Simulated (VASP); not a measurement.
# BAs (F-43m) in VASP: a series of runs

The runs below take BAs through single point, with PBE.

Everything below comes from runs of VASP 6.6.1. Logs are shortened: lines on timing, memory, paths and dates and some standing lists are left out, and cuts for length are marked.

### Step 1. The cell of the first run

Symmetry: F-43m, No. 216, cubic system. Conventional cell: a = 4.679 Å, b = 4.679 Å, c = 4.679 Å, α = 90.00°, β = 90.00°, γ = 90.00°. B (site symmetry -43m) has 4 As at 2.03 Å within 2.7 Å. Within 2.7 Å of As (site symmetry -43m) lie 4 B at 2.03 Å.

### Step 2. Single point, PBE

INCAR

```
SYSTEM = BAs
ALGO = Normal
EDIFF = 1E-7
ENCUT = 520
GGA = PE
ISIF = 2
ISMEAR = 0
LASPH = .True.
LCHARG = .False.
LREAL = .False.
LWAVE = .False.
NBANDS = 11
NELM = 80
PREC = Accurate
SIGMA = 0.01
```

KPOINTS

```
k-points
0
Gamma
  7 7 7
  0 0 0
```

POSCAR

```
BAs
1.0
    0.0000000000      2.3397414207      2.3397414207
    2.3397414207      0.0000000000      2.3397414207
    2.3397414207      2.3397414207      0.0000000000
B As
1 1
Direct
    0.0000000000      0.0000000000      0.0000000000
    0.2500000000      0.2500000000      0.2500000000
```

Potentials or basis: VASP PAW PBE potentials, release 64 (B, As).

Run with:

```bash
> cat potpaw_PBE.64/B/POTCAR potpaw_PBE.64/As/POTCAR > POTCAR
> mpirun -np 1 vasp_std > vasp.out
```

OUTCAR:

```text
SYSTEM = BAs
   EDIFF = 1E-7
   ENCUT = 520
   GGA = PE
   ISIF = 2
   ISMEAR = 0
   LASPH = .True.
   LREAL = .False.
   NELM = 80
   PREC = Accurate

 ion  position               nearest neighbor table
   1  0.000  0.000  0.000-   2 2.03   2 2.03   2 2.03   2 2.03
   2  0.250  0.250  0.250-   1 2.03   1 2.03   1 2.03   1 2.03

  LATTYP: Found a face centered cubic cell.
 ALAT       =     4.6794828414

  Lattice vectors:

 A1 = (   0.0000000000,   2.3397414207,   2.3397414207)
 A2 = (   2.3397414207,   0.0000000000,   2.3397414207)
 A3 = (   2.3397414207,   2.3397414207,   0.0000000000)

Analysis of symmetry for initial positions (statically):
=====================================================================
 Subroutine PRICEL returns:
 Original cell was already a primitive cell.

 Routine SETGRP: Setting up the symmetry group for a
 face centered cubic supercell.

 Subroutine GETGRP returns: Found 24 space group operations
 (whereof 24 operations were pure point group operations)
 out of a pool of 48 trial point group operations.

The static configuration has the point symmetry T_d .

Analysis of symmetry for dynamics (positions and initial velocities):
=====================================================================
 Subroutine PRICEL returns:
 Original cell was already a primitive cell.

 Routine SETGRP: Setting up the symmetry group for a
 face centered cubic supercell.

 Subroutine GETGRP returns: Found 24 space group operations
 (whereof 24 operations were pure point group operations)
 out of a pool of 48 trial point group operations.

The dynamic configuration has the point symmetry T_d .

 Subroutine INISYM returns: Found 24 space group operations
 (whereof 24 operations are pure point group operations),
 and found     1 'primitive' translations

----------------------------------------------------------------------------------------

                                     Primitive cell

  volume of cell :      25.6173

  direct lattice vectors                    reciprocal lattice vectors
     0.000000000  2.339741421  2.339741421    -0.213698828  0.213698828  0.213698828
     2.339741421  0.000000000  2.339741421     0.213698828 -0.213698828  0.213698828
     2.339741421  2.339741421  0.000000000     0.213698828  0.213698828 -0.213698828

  length of vectors
     3.308894050  3.308894050  3.308894050     0.370137228  0.370137228  0.370137228

  position of ions in fractional coordinates (direct lattice)
     0.000000000  0.000000000  0.000000000
     0.250000000  0.250000000  0.250000000

  ion indices of the primitive-cell ions
   primitive index   ion index
                 1           1
                 2           2

----------------------------------------------------------------------------------------

 KPOINTS: k-points

Automatic generation of k-mesh.
 Grid dimensions read from file:
 generate k-points for:    7    7    7

 Generating k-lattice:

  Cartesian coordinates                     Fractional coordinates (reciprocal lattice)
    -0.030528404  0.030528404  0.030528404     0.142857143  0.000000000  0.000000000
     0.030528404 -0.030528404  0.030528404     0.000000000  0.142857143  0.000000000
     0.030528404  0.030528404 -0.030528404     0.000000000  0.000000000  0.142857143

  Length of vectors
     0.052876747  0.052876747  0.052876747

  Shift w.r.t. Gamma in fractional coordinates (k-lattice)
     0.000000000  0.000000000  0.000000000

 Subroutine IBZKPT returns following result:
 ===========================================

 Found     20 irreducible k-points:

 Following reciprocal coordinates:
            Coordinates               Weight
  0.000000  0.000000  0.000000      1.000000
  0.142857  0.000000  0.000000      8.000000
  0.285714  0.000000  0.000000      8.000000
  0.428571  0.000000  0.000000      8.000000
  0.142857  0.142857  0.000000      6.000000
  0.285714  0.142857  0.000000     24.000000
[... 12 lines left out ...]
 -0.428571  0.428571  0.142857     24.000000
 -0.285714  0.428571  0.142857     24.000000
   k-points           NKPTS =     20   k-points in BZ     NKDIM =     20   number of bands    NBANDS=     11
   number of dos      NEDOS =    301   number of ions     NIONS =      2
   total plane-waves  NPLWV =  21952
   dimension x,y,z NGX =    28 NGY =   28 NGZ =   28
   dimension x,y,z NGXF=    56 NGYF=   56 NGZF=   56
   ions per type =               1   1
   NGX,Y,Z   is equivalent  to a cutoff of  14.07, 14.07, 14.07 a.u.
   NGXF,Y,Z  is equivalent  to a cutoff of  28.14, 28.14, 28.14 a.u.
 SYSTEM =  BAs
   PREC   = accura    normal or accurate (medium, high low for compatibility)
   ISTART =      0    job   : 0-new  1-cont  2-samecut
   ICHARG =      2    charge: 1-file 2-atom 10-const
   ISPIN  =      1    spin polarized calculation?
   LNONCOLLINEAR =      F non collinear calculations
   LSORBIT =      F    spin-orbit coupling
   LASPH  =      T    aspherical Exc in radial PAW
   ENCUT  =  520.0 eV  38.22 Ry    6.18 a.u.   6.15  6.15  6.15*2*pi/ulx,y,z
   NELM   =     80;   NELMIN=  2; NELMDL= -5     # of ELM steps
   EDIFF  = 0.1E-06   stopping-criterion for ELM
   LREAL  =      F    real-space projection
   EDIFFG = 0.1E-05   stopping-criterion for IOM
   NSW    =      0    number of steps for IOM
   IBRION =     -1    ionic relax: 0-MD 1-quasi-New 2-CG
   NFREE  =      0    steps in history (QN), initial steepest desc. (CG)
   ISIF   =      2    stress and relaxation
   ISYM   =      2    0-nonsym 1-usesym 2-fastsym
   POTIM  = 0.5000    time-step for ionic-motion
   TEBEG  =    0.0;   TEEND  =   0.0 temperature during run
   PSTRESS=    0.0 pullay stress
   NELECT =       8.0000    total number of electrons
   NUPDOWN=      -1.0000    fix difference up-down
   EMIN   =  10.00;   EMAX   =-10.00  energy-range for DOS
   EFERMI =   0.00;   METHOD = LEGACY
   ISMEAR =     0;   SIGMA  =   0.01  broadening in eV -4-tet -1-fermi 0-gaus
   EFERMI_NEDOS =   21; number of points for ismear=-14 and -15
   IALGO  =     38    algorithm
   IMIX   =      4    mixing-type and parameters
     AMIX     =   0.40;   BMIX     =  1.00
     AMIX_MAG =   1.60;   BMIX_MAG =  1.00
  volume/ion in A,a.u.               =      12.81        86.44
  Fermi-wavevector in a.u.,A,eV,Ry     =   1.110692  2.098903 16.784646  1.233637
  Thomas-Fermi vector in A             =   2.247246
   LORBIT       =      0    0 simple, 1 ext, 2 COOP (PROOUT), +10 PAW based schemes
   GGA     = PE    functional components
   LHFCALC =     F    Hartree Fock is set to
   AEXX    =    0.0000 exact exchange contribution
   IVDW    =     0    specifies the selected vdW correction
   LEPSILON=     F    determine dielectric tensor
   LRPA    =     F    only Hartree local field effects (RPA)
 non-spin polarized calculation
 Gauss-broadening in eV      SIGMA  =   0.01
  energy-cutoff  :      520.00
  volume of cell :       25.62
 maximum number of plane-waves:       701
 NGX is ok and might be reduce to    28
   NGX = 13   NGY = 13   NGZ = 13

 number of electron       8.0000000 magnetization

 Free energy of the ion-electron system (eV)
  ---------------------------------------------------
  ext. energy  EPLUGINS =         0.00000000
  ---------------------------------------------------
  free energy    TOTEN  =       -11.31485808 eV

  energy without entropy =      -11.31485808  energy(sigma->0) =      -11.31485808

 E-fermi :   6.8962     XC(G=0): -10.8531

 val. band max:        6.8297923436   @ k =   0.0000   0.0000   0.0000
 cond. band min:       7.9558585314   @ k =   0.4286   0.4286   0.0000
 fundamental gap:      1.1260661878
 Fermi energy:         6.8961554324

 k-point     1 :       0.0000    0.0000    0.0000
  band No.  band energies     occupation
      1      -9.1530      2.00000
      2       6.8298      2.00000
      3       6.8298      2.00000
      4       6.8298      2.00000
      5      10.1860      0.00000
      6      10.1860      0.00000
      7      10.1860      0.00000
      8      12.3172      0.00000
      9      16.7260      0.00000
     10      20.0340      0.00000
     11      20.0340      0.00000

 k-point     2 :       0.1429    0.0000    0.0000
  band No.  band energies     occupation
      1      -8.7998      2.00000
      2       4.3610      2.00000
      3       6.2503      2.00000
      4       6.2503      2.00000
      5      10.4463      0.00000
      6      10.9415      0.00000
      7      10.9415      0.00000
      8      13.6847      0.00000
      9      17.9685      0.00000
     10      18.4358      0.00000
     11      18.4358      0.00000

 k-point     3 :       0.2857    0.0000    0.0000
  band No.  band energies     occupation
      1      -7.7795      2.00000
      2       0.8384      2.00000
      3       5.4252      2.00000
      4       5.4252      2.00000
      5      10.1432      0.00000
      6      11.7229      0.00000
      7      11.7229      0.00000
      8      15.5013      0.00000
      9      18.4913      0.00000
     10      18.4913      0.00000
     11      18.5228      0.00000

 k-point     4 :       0.4286    0.0000    0.0000
  band No.  band energies     occupation
      1      -6.3900      2.00000
      2      -1.9135      2.00000
      3       4.9596      2.00000
      4       4.9596      2.00000
      5       9.9231      0.00000
      6      11.7093      0.00000
      7      11.7093      0.00000
      8      15.8310      0.00000
      9      19.6511      0.00000
     10      20.8749      0.00000
     11      20.8749      0.00000
[... 183 lines left out ...]
 k-point    18 :      -0.4286    0.2857    0.1429
  band No.  band energies     occupation
      1      -5.5762      2.00000
      2      -1.2903      2.00000
      3       1.6197      2.00000
      4       3.3211      2.00000
      5      10.9623      0.00000
      6      12.0932      0.00000
      7      14.1147      0.00000
      8      16.0784      0.00000
      9      17.9457      0.00000
     10      21.0766      0.00000
     11      23.2656      0.00000

 k-point    19 :      -0.4286    0.4286    0.1429
  band No.  band energies     occupation
      1      -5.0277      2.00000
      2      -1.2480      2.00000
      3       1.5184      2.00000
      4       2.0620      2.00000
      5      10.0021      0.00000
      6      10.6400      0.00000
      7      15.2870      0.00000
      8      17.6669      0.00000
      9      19.1912      0.00000
     10      22.5997      0.00000
     11      24.0525      0.00000

 k-point    20 :      -0.2857    0.4286    0.1429
  band No.  band energies     occupation
      1      -4.6394      2.00000
      2      -1.4802      2.00000
      3       0.5363      2.00000
      4       2.2225      2.00000
      5      10.7211      0.00000
      6      13.3569      0.00000
      7      14.4207      0.00000
      8      15.2312      0.00000
      9      18.7390      0.00000
     10      21.5928      0.00000
     11      24.0763      0.00000

------------------------ aborting loop because EDIFF is reached ----------------------------------------

  FORCE on cell =-STRESS in cart. coord.  units (eV):
  Direction    XX          YY          ZZ          XY          YZ          ZX
  --------------------------------------------------------------------------------------
  -------------------------------------------------------------------------------------
  Total        2.1864348      2.1864348      2.1864348      0.0000000      0.0000000      0.0000000
  in kB      136.7456504    136.7456504    136.7456504      0.0000000      0.0000000      0.0000000
  external PRESSURE =     136.7456504 kB  Pullay stress =       0.0000000 kB

 VOLUME and BASIS-vectors are now :
 -----------------------------------------------------------------------------
  energy-cutoff  :      520.00
  volume of cell :       25.62
      direct lattice vectors                 reciprocal lattice vectors
     0.000000000  2.339741421  2.339741421    -0.213698828  0.213698828  0.213698828
     2.339741421  0.000000000  2.339741421     0.213698828 -0.213698828  0.213698828
     2.339741421  2.339741421  0.000000000     0.213698828  0.213698828 -0.213698828

 POSITION                                       TOTAL-FORCE (eV/Angst)
 -----------------------------------------------------------------------------------
      0.00000      0.00000      0.00000         0.000000      0.000000      0.000000
      1.16987      1.16987      1.16987        -0.000000     -0.000000     -0.000000
 -----------------------------------------------------------------------------------
    total drift:                               -0.000000     -0.000000     -0.000000

  FREE ENERGIE OF THE ION-ELECTRON SYSTEM (eV)
  ---------------------------------------------------
  free  energy   TOTEN  =       -11.3148580826 eV

  energy  without entropy=      -11.3148580826  energy(sigma->0) =      -11.31485808
```

It took 6 s on 1 thread of AMD EPYC 7R13 (Zen 3), shared host; peak memory 0.12 GiB.

What came out:

```
Free energy            : -11.3149 eV
Pressure               : 13.7 GPa
Band gap on the k mesh : 1.13 eV, indirect (least direct gap 3.36 eV)
```

Levels at points of the mesh, in eV from the valence-band top:
```csv
k point,band 1,band 2,band 3,band 4,band 5,band 6,band 7,band 8
"(0.00, 0.00, 0.00)",-15.98,0.00,0.00,0.00,3.36,3.36,3.36,5.49
```

A k mesh can miss the band edges. As with any semilocal functional, this PBE gap is likely too small.

[end of part 1 of 2]
